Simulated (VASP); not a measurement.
# La2O3 (P-62m) in VASP: notebook

Runs on La2O3. Level: LDA. Tasks: single point.

Everything below comes from runs of VASP 6.6.1. Logs are shortened: lines on timing, memory, paths and dates and some standing lists are left out, and cuts for length are marked.

## (1) The cell of the first run

Symmetry: P-62m, No. 189, hexagonal system. The conventional cell has a = 6.288 Å, b = 6.288 Å, c = 3.311 Å, α = 90.00°, β = 90.00°, γ = 120.00°. Within 3.4 Å of La (site symmetry -6) lie 6 O at 2.46 Å and 2 La at 3.31 Å. Within 3.4 Å of O (site symmetry m2m) lie 4 La at 2.46 Å and 6 O at 3.15 to 3.31 Å.

## (2) Single point, LDA

The input, INCAR:

```
SYSTEM = La2O3
  PREC = Accurate
  ENCUT = 520
  EDIFF = 1E-7
  ISMEAR = 0
  SIGMA = 0.01
  LREAL = .False.
  LASPH = .True.
  NELM = 80
  ALGO = Normal
  ISIF = 2
  LWAVE = .False.
  LCHARG = .False.
  GGA = CA
  NBANDS = 28
```

The input, KPOINTS:

```
regular mesh
0
Gamma
  6 6 6
  0 0 0
```

The input, POSCAR:

```
La2O3
1.0
    6.2876000201      0.0000000000      0.0000000000
   -3.1438000100      5.4452216673      0.0000000000
    0.0000000000      0.0000000000      3.3107287583
La O
2 3
Direct
    0.3333333333      0.6666666667      0.5000000000
    0.6666666667      0.3333333333      0.5000000000
    0.4919860000      0.4919860000      0.0000000000
    0.0000000000      0.5080140000      0.0000000000
    0.5080140000      0.0000000000      0.0000000000
```

Potentials or basis: VASP PAW LDA potentials, release 64 (La, O).

The run is started by

```sh
$ cat potpaw_LDA.64/La/POTCAR potpaw_LDA.64/O/POTCAR > POTCAR
$ mpirun -np 1 vasp_std > vasp.out
```

OUTCAR:

```text
SYSTEM = La2O3
   PREC = Accurate
   ENCUT = 520
   EDIFF = 1E-7
   ISMEAR = 0
   LREAL = .False.
   LASPH = .True.
   NELM = 80
   ISIF = 2
   GGA = CA

 ion  position               nearest neighbor table
   1  0.333  0.667  0.500-   4 2.46   4 2.46   3 2.46   3 2.46   5 2.46   5 2.46   2 3.63   2 3.63
                             2 3.63
   2  0.667  0.333  0.500-   3 2.46   3 2.46   4 2.46   4 2.46   5 2.46   5 2.46   1 3.63   1 3.63
                             1 3.63
   3  0.492  0.492  0.000-   2 2.46   2 2.46   1 2.46   1 2.46
   4  0.000  0.508  0.000-   1 2.46   1 2.46   2 2.46   2 2.46
   5  0.508  0.000  0.000-   2 2.46   2 2.46   1 2.46   1 2.46

  LATTYP: Found a hexagonal cell.
 ALAT       =     6.2876000201
 C/A-ratio  =     0.5265488816

  Lattice vectors:

 A1 = (   6.2876000201,   0.0000000000,   0.0000000000)
 A2 = (  -3.1438000100,   5.4452216673,   0.0000000000)
 A3 = (   0.0000000000,   0.0000000000,   3.3107287583)

Analysis of symmetry for initial positions (statically):
=====================================================================
 Subroutine PRICEL returns:
 Original cell was already a primitive cell.

 Routine SETGRP: Setting up the symmetry group for a
 hexagonal supercell.

 Subroutine GETGRP returns: Found 12 space group operations
 (whereof 12 operations were pure point group operations)
 out of a pool of 24 trial point group operations.

The static configuration has the point symmetry D_3h.

Analysis of symmetry for dynamics (positions and initial velocities):
=====================================================================
 Subroutine PRICEL returns:
 Original cell was already a primitive cell.

 Routine SETGRP: Setting up the symmetry group for a
 hexagonal supercell.

 Subroutine GETGRP returns: Found 12 space group operations
 (whereof 12 operations were pure point group operations)
 out of a pool of 24 trial point group operations.

The dynamic configuration has the point symmetry D_3h.

 Subroutine INISYM returns: Found 12 space group operations
 (whereof 12 operations are pure point group operations),
 and found     1 'primitive' translations

----------------------------------------------------------------------------------------

                                     Primitive cell

  volume of cell :     113.3507

  direct lattice vectors                    reciprocal lattice vectors
     6.287600020  0.000000000  0.000000000     0.159043196  0.091823626  0.000000000
    -3.143800010  5.445221667  0.000000000     0.000000000  0.183647253  0.000000000
     0.000000000  0.000000000  3.310728758     0.000000000  0.000000000  0.302048302

  length of vectors
     6.287600020  6.287600298  3.310728758     0.183647261  0.183647253  0.302048302

  position of ions in fractional coordinates (direct lattice)
     0.333333333  0.666666667  0.500000000
     0.666666667  0.333333333  0.500000000
     0.491986000  0.491986000  0.000000000
     0.000000000  0.508014000  0.000000000
     0.508014000  0.000000000  0.000000000

  ion indices of the primitive-cell ions
   primitive index   ion index
                 1           1
                 2           2
                 3           3
                 4           4
                 5           5

----------------------------------------------------------------------------------------

 KPOINTS: regular mesh

Automatic generation of k-mesh.
 Grid dimensions read from file:
 generate k-points for:    6    6    6

 Generating k-lattice:

  Cartesian coordinates                     Fractional coordinates (reciprocal lattice)
     0.026507199  0.015303938  0.000000000     0.166666667  0.000000000  0.000000000
     0.000000000  0.030607875  0.000000000     0.000000000  0.166666667  0.000000000
     0.000000000  0.000000000  0.050341384     0.000000000  0.000000000  0.166666667

  Length of vectors
     0.030607877  0.030607875  0.050341384

  Shift w.r.t. Gamma in fractional coordinates (k-lattice)
     0.000000000  0.000000000  0.000000000

 Subroutine IBZKPT returns following result:
 ===========================================

 Found     28 irreducible k-points:

 Following reciprocal coordinates:
            Coordinates               Weight
  0.000000  0.000000  0.000000      1.000000
  0.166667  0.000000  0.000000      6.000000
  0.333333  0.000000  0.000000      6.000000
  0.500000  0.000000  0.000000      3.000000
  0.166667  0.166667  0.000000      6.000000
  0.333333  0.166667  0.000000     12.000000
[... 16 lines left out ...]
  0.166667  0.000000  0.500000      6.000000
  0.333333  0.000000  0.500000      6.000000
 [... further k-points ...]
   k-points           NKPTS =     28   k-points in BZ     NKDIM =     28   number of bands    NBANDS=     28
   number of dos      NEDOS =    301   number of ions     NIONS =      5
   total plane-waves  NPLWV =  64512
   dimension x,y,z NGX =    48 NGY =   48 NGZ =   28
   dimension x,y,z NGXF=    96 NGYF=   96 NGZF=   56
   ions per type =               2   3
   NGX,Y,Z   is equivalent  to a cutoff of  12.69, 12.69, 14.06 a.u.
   NGXF,Y,Z  is equivalent  to a cutoff of  25.38, 25.38, 28.12 a.u.
 SYSTEM =  La2O3
   PREC   = accura    normal or accurate (medium, high low for compatibility)
   ISTART =      0    job   : 0-new  1-cont  2-samecut
   ICHARG =      2    charge: 1-file 2-atom 10-const
   ISPIN  =      1    spin polarized calculation?
   LNONCOLLINEAR =      F non collinear calculations
   LSORBIT =      F    spin-orbit coupling
   LASPH  =      T    aspherical Exc in radial PAW
   ENCUT  =  520.0 eV  38.22 Ry    6.18 a.u.  11.69 11.69  6.16*2*pi/ulx,y,z
   NELM   =     80;   NELMIN=  2; NELMDL= -5     # of ELM steps
   EDIFF  = 0.1E-06   stopping-criterion for ELM
   LREAL  =      F    real-space projection
   EDIFFG = 0.1E-05   stopping-criterion for IOM
   NSW    =      0    number of steps for IOM
   IBRION =     -1    ionic relax: 0-MD 1-quasi-New 2-CG
   NFREE  =      0    steps in history (QN), initial steepest desc. (CG)
   ISIF   =      2    stress and relaxation
   ISYM   =      2    0-nonsym 1-usesym 2-fastsym
   POTIM  = 0.5000    time-step for ionic-motion
   TEBEG  =    0.0;   TEEND  =   0.0 temperature during run
   PSTRESS=    0.0 pullay stress
   NELECT =      40.0000    total number of electrons
   NUPDOWN=      -1.0000    fix difference up-down
   EMIN   =  10.00;   EMAX   =-10.00  energy-range for DOS
   EFERMI =   0.00;   METHOD = LEGACY
   ISMEAR =     0;   SIGMA  =   0.01  broadening in eV -4-tet -1-fermi 0-gaus
   EFERMI_NEDOS =   21; number of points for ismear=-14 and -15
   IALGO  =     38    algorithm
   IMIX   =      4    mixing-type and parameters
     AMIX     =   0.40;   BMIX     =  1.00
     AMIX_MAG =   1.60;   BMIX_MAG =  1.00
  volume/ion in A,a.u.               =      22.67       152.99
  Fermi-wavevector in a.u.,A,eV,Ry     =   1.156876  2.186179 18.209521  1.338362
  Thomas-Fermi vector in A             =   2.293492
   LORBIT       =      0    0 simple, 1 ext, 2 COOP (PROOUT), +10 PAW based schemes
   GGA     = CA    functional components
   LHFCALC =     F    Hartree Fock is set to
   AEXX    =    0.0000 exact exchange contribution
   IVDW    =     0    specifies the selected vdW correction
   LEPSILON=     F    determine dielectric tensor
   LRPA    =     F    only Hartree local field effects (RPA)
 non-spin polarized calculation
 Gauss-broadening in eV      SIGMA  =   0.01
  energy-cutoff  :      520.00
  volume of cell :      113.35
 maximum number of plane-waves:      3068
 NGX is ok and might be reduce to    48
   NGX = 23   NGY = 23   NGZ = 13

 number of electron      39.9999995 magnetization

 Free energy of the ion-electron system (eV)
  ---------------------------------------------------
  ext. energy  EPLUGINS =         0.00000000
  ---------------------------------------------------
  free energy    TOTEN  =       -44.36745093 eV

  energy without entropy =      -44.36745093  energy(sigma->0) =      -44.36745093

 E-fermi :   3.0351     XC(G=0):  -8.7837

 val. band max:        2.9730665489   @ k =   0.0000   0.0000   0.5000
 cond. band min:       4.4062694992   @ k =   0.0000   0.0000   0.0000
 fundamental gap:      1.4332029504
 Fermi energy:         3.0351034376

 k-point     1 :       0.0000    0.0000    0.0000
  band No.  band energies     occupation
      1     -27.3900      2.00000
      2     -27.1696      2.00000
      3     -14.2263      2.00000
      4     -14.2263      2.00000
      5     -12.5224      2.00000
      6     -10.9547      2.00000
[... 20 lines left out ...]
     27       7.6086      0.00000
     28       7.6344      0.00000

 k-point     2 :       0.1667    0.0000    0.0000
  band No.  band energies     occupation
      1     -27.3774      2.00000
      2     -27.1831      2.00000
      3     -14.2308      2.00000
      4     -14.1573      2.00000
      5     -12.7002      2.00000
      6     -10.9345      2.00000
[... 20 lines left out ...]
     27       7.6171      0.00000
     28       7.6194      0.00000

 k-point     3 :       0.3333    0.0000    0.0000
  band No.  band energies     occupation
      1     -27.3447      2.00000
      2     -27.2175      2.00000
      3     -14.2396      2.00000
      4     -13.9728      2.00000
      5     -13.0518      2.00000
      6     -10.8930      2.00000
[... 20 lines left out ...]
     27       7.6446      0.00000
     28       7.6461      0.00000

 k-point     4 :       0.5000    0.0000    0.0000
  band No.  band energies     occupation
      1     -27.3183      2.00000
      2     -27.2448      2.00000
      3     -14.2440      2.00000
      4     -13.8196      2.00000
      5     -13.2732      2.00000
      6     -10.8717      2.00000
[... 20 lines left out ...]
     27       7.6626      0.00000
     28       7.6726      0.00000

 k-point     5 :       0.1667    0.1667    0.0000
  band No.  band energies     occupation
      1     -27.3543      2.00000
      2     -27.2075      2.00000
      3     -14.2389      2.00000
      4     -14.0257      2.00000
      5     -12.9606      2.00000
      6     -10.8980      2.00000
[... 20 lines left out ...]
     27       7.6378      0.00000
     28       7.6424      0.00000

 k-point     6 :       0.3333    0.1667    0.0000
  band No.  band energies     occupation
      1     -27.3183      2.00000
      2     -27.2448      2.00000
      3     -14.2477      2.00000
      4     -13.8096      2.00000
      5     -13.2813      2.00000
      6     -10.8575      2.00000
[... 463 lines left out ...]
      5     -13.3483      2.00000
      6     -11.2569      2.00000
[... 20 lines left out ...]
     27       7.4682      0.00000
     28       7.4749      0.00000

 k-point    22 :       0.0000    0.0000    0.5000
  band No.  band energies     occupation
      1     -27.0594      2.00000
      2     -26.8936      2.00000
      3     -14.9381      2.00000
      4     -12.7074      2.00000
      5     -12.7074      2.00000
      6     -12.2459      2.00000
[... 20 lines left out ...]
     27       7.3177      0.00000
     28       7.3177      0.00000

 k-point    23 :       0.1667    0.0000    0.5000
  band No.  band energies     occupation
      1     -27.0499      2.00000
      2     -26.9036      2.00000
      3     -14.8740      2.00000
      4     -13.1794      2.00000
      5     -12.7080      2.00000
      6     -11.7094      2.00000
[... 20 lines left out ...]
     27       7.3612      0.00000
     28       7.3861      0.00000

 k-point    24 :       0.3333    0.0000    0.5000
  band No.  band energies     occupation
      1     -27.0250      2.00000
      2     -26.9293      2.00000
      3     -14.6963      2.00000
      4     -13.7123      2.00000
      5     -12.7089      2.00000
      6     -11.4409      2.00000
[... 20 lines left out ...]
     27       7.4467      0.00000
     28       7.5379      0.00000

 [... further k-points ...]

------------------------ aborting loop because EDIFF is reached ----------------------------------------

  FORCE on cell =-STRESS in cart. coord.  units (eV):
  Direction    XX          YY          ZZ          XY          YZ          ZX
  --------------------------------------------------------------------------------------
  -------------------------------------------------------------------------------------
  Total       -1.7461674     -1.7461676     -5.3621013     -0.0000000      0.0000000      0.0000000
  in kB      -24.6815478    -24.6815507    -75.7916784     -0.0000000      0.0000000      0.0000000
  external PRESSURE =     -41.7182589 kB  Pullay stress =       0.0000000 kB

 VOLUME and BASIS-vectors are now :
 -----------------------------------------------------------------------------
  energy-cutoff  :      520.00
  volume of cell :      113.35
      direct lattice vectors                 reciprocal lattice vectors
     6.287600020  0.000000000  0.000000000     0.159043196  0.091823626  0.000000000
    -3.143800010  5.445221667  0.000000000     0.000000000  0.183647253  0.000000000
     0.000000000  0.000000000  3.310728758     0.000000000  0.000000000  0.302048302

 POSITION                                       TOTAL-FORCE (eV/Angst)
 -----------------------------------------------------------------------------------
     -0.00000      3.63015      1.65536         0.000000     -0.000000      0.000000
      3.14380      1.81507      1.65536         0.000000     -0.000000      0.000000
      1.54671      2.67897      0.00000         0.039047      0.067631      0.000000
     -1.59709      2.76625      0.00000         0.039047     -0.067631      0.000000
      3.19419      0.00000      0.00000        -0.078094     -0.000000      0.000000
 -----------------------------------------------------------------------------------
    total drift:                               -0.000001     -0.000001      0.000000

  FREE ENERGIE OF THE ION-ELECTRON SYSTEM (eV)
  ---------------------------------------------------
  free  energy   TOTEN  =       -44.3674509259 eV

  energy  without entropy=      -44.3674509259  energy(sigma->0) =      -44.36745093
```

Run time: 2.9 min. Hardware: 1 thread of Intel Xeon 8259CL, shared host; peak memory 0.25 GiB.

What came out:

| Item | Value |
| --- | --- |
| Free energy | -44.3675 eV |
| Pressure | -4.2 GPa |
| Largest force | 0.078 eV/Å |
| Band gap on the k mesh | 1.43 eV (least direct gap 1.92 eV) |

Forces in eV/Å, atoms in the order of the input:
```
La   0.000  0.000  0.000
La   0.000  0.000  0.000
O    0.039  0.068  0.000
O    0.039 -0.068  0.000
O   -0.078  0.000  0.000
```

Caveat: the stress differs along the axes, from -8 to -2 GPa; spin-orbit coupling is left out, which moves the levels of the heavy elements. A k mesh can miss the band edges.

## (3) Single point, LDA

This run uses another cell than the first one, of 23.34 Å³/atom.

The input, INCAR:

```
PREC = Accurate
ENCUT = 520
EDIFF = 1E-7
ISMEAR = 0
SIGMA = 0.01
LREAL = False
LASPH = True
NELM = 80
ALGO = Normal
ISIF = 2
LWAVE = False
LCHARG = False
NBANDS = 28
```

The input, KPOINTS:

```
Automatic mesh
0
Gamma
  6 6 6
```

POSCAR, as its differences from that of step 2:

```diff
@@ -2,5 +2,5 @@
 1.0
-    6.2876000201      0.0000000000      0.0000000000
-   -3.1438000100      5.4452216673      0.0000000000
-    0.0000000000      0.0000000000      3.3107287583
+    6.3492470887      0.0000000000      0.0000000000
+   -3.1746235443      5.4986095980      0.0000000000
+    0.0000000000      0.0000000000      3.3431889533
 La O
```

Potentials or basis: VASP PAW LDA potentials, release 64 (La, O).

The run is started by

```sh
$ cat potpaw_LDA.64/La/POTCAR potpaw_LDA.64/O/POTCAR > POTCAR
$ mpirun -np 1 vasp_std > vasp.out
```

Wall time 2.9 min (1 thread of Intel Xeon 8259CL, shared host); peak memory 0.25 GiB.

The run converged. Its results:

| Item | Value |
| --- | --- |
| Free energy | -44.2553 eV |
| Pressure | -6.6 GPa |
| Largest force | 0.091 eV/Å |
| Band gap on the k mesh | 1.58 eV (least direct gap 1.98 eV) |

Forces in eV/Å, atoms in the order of the input:
```
La   0.000  0.000  0.000
La   0.000  0.000  0.000
O    0.045  0.079  0.000
O    0.045 -0.079  0.000
O   -0.091  0.000  0.000
```

Stress tensor (GPa, compression positive):
```
 -4.50   0.00   0.00
  0.00  -4.50   0.00
  0.00   0.00 -10.86
```

Levels at points of the mesh, in eV from the valence-band top:
```csv
k point,band 17,band 18,band 19,band 20,band 21,band 22,band 23,band 24
"(0.00, 0.00, 0.00)",-0.88,-0.88,-0.51,-0.41,1.58,3.41,3.88,3.88
"(0.50, 0.00, 0.00)",-1.44,-1.00,-0.96,-0.82,2.69,3.46,4.11,4.17
"(0.00, 0.00, 0.50)",-0.98,-0.98,-0.14,0.00,4.12,4.13,4.18,4.29
"(0.50, 0.00, 0.50)",-1.47,-1.18,-0.55,-0.48,4.19,4.20,4.22,4.24
```

Caveat: the stress differs along the axes, from -11 to -4 GPa; spin-orbit coupling is left out, which moves the levels of the heavy elements. A k mesh can miss the band edges.

## (4) Single point, LDA

This run uses another cell than the first one, of 24.02 Å³/atom.

The input, INCAR:

```
PREC = Accurate
ENCUT = 520
EDIFF = 1E-7
ISMEAR = 0
SIGMA = 0.01
LREAL = F
LASPH = T
NELM = 60
ALGO = Normal
ISIF = 2
LWAVE = F
LCHARG = F
NBANDS = 28
```

KPOINTS is that of step 3.

POSCAR, as its differences from that of step 3:

```diff
@@ -2,5 +2,5 @@
 1.0
-    6.3492470887      0.0000000000      0.0000000000
-   -3.1746235443      5.4986095980      0.0000000000
-    0.0000000000      0.0000000000      3.3431889533
+    6.4097197481      0.0000000000      0.0000000000
+   -3.2048598741      5.5509804604      0.0000000000
+    0.0000000000      0.0000000000      3.3750307645
 La O
```

The run is started by

```sh
$ cat potpaw_LDA.64/La/POTCAR potpaw_LDA.64/O/POTCAR > POTCAR
$ mpirun -np 1 vasp_std > vasp.out
```

Wall time 2.7 min (1 thread of Intel Xeon 8259CL, shared host); peak memory 0.26 GiB.

It converged, with:

```
Free energy            : -44.0957 eV
Pressure               : -8.7 GPa
Largest force          : 0.102 eV/Å
Band gap on the k mesh : 1.70 eV (least direct gap 2.03 eV)
```

Forces in eV/Å, atoms in the order of the input:
```
La   0.000  0.000  0.000
La   0.000  0.000  0.000
O    0.051  0.088  0.000
O    0.051 -0.088  0.000
O   -0.102  0.000  0.000
```

Stress tensor (GPa, compression positive):
```
 -6.22   0.00   0.00
  0.00  -6.22   0.00
  0.00   0.00 -13.63
```

Levels at points of the mesh, in eV from the valence-band top:
```csv
k point,band 18,band 19,band 20,band 21,band 22,band 23
"(0.00, 0.00, 0.00)",-0.77,-0.37,-0.33,1.70,3.46,3.88
"(0.50, 0.00, 0.00)",-0.88,-0.81,-0.71,2.76,3.50,4.08
"(0.00, 0.00, 0.50)",-0.82,-0.01,0.00,4.09,4.12,4.15
"(0.50, 0.00, 0.50)",-1.00,-0.47,-0.34,4.15,4.19,4.20
```

Caveat: the stress differs along the axes, from -14 to -6 GPa; spin-orbit coupling is left out, which moves the levels of the heavy elements. A k mesh can miss the band edges.

## (5) The runs side by side

| cell | gap on the mesh (eV) | pressure (GPa) | largest force (eV/Å) |
| --- | --- | --- | --- |
| a = 6.288, b = 6.288, c = 3.311 Å, angles 90.0, 90.0, 120.0°, 5 atoms | 1.43 | -4.2 | 0.08 |
| a = 6.349, b = 6.349, c = 3.343 Å, angles 90.0, 90.0, 120.0°, 5 atoms | 1.58 | -6.6 | 0.09 |
| a = 6.410, b = 6.410, c = 3.375 Å, angles 90.0, 90.0, 120.0°, 5 atoms | 1.70 | -8.7 | 0.10 |

Alike in all rows: task single point; level LDA; potentials or basis VASP PAW LDA potentials, release 64 (La, O); no spin polarisation; k mesh 6 × 6 × 6; cutoff (eV) 520; smearing gaussian 0.01 eV.

Caveats: spin-orbit coupling is left out, which moves the levels of the heavy elements; the stress differs along the axes, from -8 to -2 GPa (at least some runs); the stress differs along the axes, from -11 to -4 GPa (at least some runs); the stress differs along the axes, from -14 to -6 GPa (at least some runs).

Total energies depend on the potentials used, so only differences within one code and one set of settings carry meaning.
